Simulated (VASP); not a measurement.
Wanted: the native input for a VASP 6.6.1 run.

- Task: single point
- Functional: LDA
- Potentials or basis: VASP PAW LDA potentials, release 64 (Sb)
- Cutoff: 520 eV
- k mesh: 18 × 18 × 18
- Occupations: gaussian, width 0.15 eV
- Spin: no spin polarisation
- Dipole correction: no
- Further INCAR settings: ALGO = Normal; EDIFF = 1e-07; NBANDS = 8

The structure of Sb lies in POSCAR:

```
Sb
1.0
    0.0000000000      2.2526803955      2.3712425216
    2.2526803955      0.0000000000      2.3712425216
    2.2526803955      2.2526803955      0.0000000000
Sb
1
Direct
    0.0000000000      0.0000000000      0.0000000000
```

This cell differs from its parent crystal: strain -0.050 along x and y, +0.000 along z.

The input as run:

INCAR

```
  PREC = Accurate
  ENCUT = 520
  EDIFF = 1E-7
  ISMEAR = 0
  SIGMA = 0.15
  LREAL = F
  LASPH = T
  NELM = 100
  ALGO = Normal
  ISIF = 2
  LWAVE = F
  LCHARG = T
  GGA = CA
  LELF = T
  LVHAR = T
  NBANDS = 8
```

KPOINTS

```
regular mesh
0
Gamma
  18 18 18
```

Potentials or basis: VASP PAW LDA potentials, release 64 (Sb).

The run is started by

```sh
$ cat potpaw_LDA.64/Sb/POTCAR > POTCAR
$ mpirun -np 1 vasp_std > vasp.out
```

Results of the run:

```json
{
  "Pressure": "5.7 GPa"
}
```

Caveat: the cell differs from its parent crystal (strain -0.050 along x and y, +0.000 along z).

Run time: 120 s on 1 thread of AMD EPYC 7R13, with other jobs on the host, peak memory 0.17 GiB.
